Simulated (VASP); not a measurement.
A run of VASP 6.6.1:

Contents of INCAR:

```
SYSTEM = InP
PREC = Accurate
ENCUT = 520
EDIFF = 1E-6
ISMEAR = 0
SIGMA = 0.01
LREAL = .False.
LASPH = .True.
NELM = 100
ALGO = Normal
ISIF = 2
LWAVE = .False.
LCHARG = .False.
GGA = PE
NBANDS = 16
```

Contents of KPOINTS:

```
Automatic mesh
0
Gamma
  7 7 7
  0 0 0
```

The input POSCAR:

```
InP
1.0
    0.0000000000      2.9519760000      2.9519760000
    2.9519760000      0.0000000000      2.9519760000
    2.9519760000      2.9519760000      0.0000000000
In P
1 1
Direct
    0.0000000000      0.0000000000      0.0000000000
    0.2500000000      0.2500000000      0.2500000000
```

Potentials or basis: VASP PAW PBE potentials, release 64 (In_d, P).

Command:

```bash
$ cat potpaw_PBE.64/In_d/POTCAR potpaw_PBE.64/P/POTCAR > POTCAR
$ mpirun -np 1 vasp_std > vasp.out
```

Hardware: 1 thread of Intel(R) Xeon(R) Platinum 8488C (Sapphire Rapids), on a shared host.

Q: How long does it take, and how much memory?

A: Wall time 9.5 s on 1 thread of Intel(R) Xeon(R) Platinum 8488C (Sapphire Rapids) (shared host), peak memory 0.18 GiB. Counts: scf iterations 12, k points 20.
